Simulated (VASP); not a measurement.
## Cs: single point with LDA

Crystal: Cs.

```xyz
1
Lattice="0.0000 2.6773 2.6773 2.6773 0.0000 2.6773 2.6773 2.6773 0.0000" Properties=species:S:1:pos:R:3 pbc="T T T"
Cs    0.0000    0.0000    0.0000
```

This cell differs from its parent crystal: volume scaled by 0.4.

```yaml
Program: VASP 6.6.1
Task: single point
Functional: LDA
Potentials_or_basis: VASP PAW LDA potentials, release 64 (Cs_sv)
Cutoff: 520 eV
k_mesh: 10 × 10 × 10
Occupations: fermi-dirac, width 0.1 eV
Spin: no spin polarisation
Dipole_correction: no
Further_INCAR_settings: ALGO = Normal; EDIFF = 1e-07; NBANDS = 10
```

* Pressure: 5.6 GPa

Levels at points of the mesh, in eV from the Fermi level:
```
           k point  band 2  band 3  band 4  band 5  band 6  band 7  band 8  band 9
(0.00, 0.00, 0.00)   -9.49   -9.49   -9.49   -1.70    2.90    2.90    2.90    6.00
(0.50, 0.00, 0.00)  -12.36   -9.84   -9.84   -0.63    2.52    2.52    4.37    7.23
(0.50, 0.50, 0.00)  -12.12  -10.51  -10.51   -1.41   -0.56    6.62    8.65    9.43
```

Run time: 12 s on 1 thread of Intel(R) Xeon(R) Platinum 8259CL CPU @ 2.50GHz (Skylake/Cascade Lake), on a shared host, peak memory 0.14 GiB.

Caveat: spin-orbit coupling is left out, which moves the levels of the heavy elements.
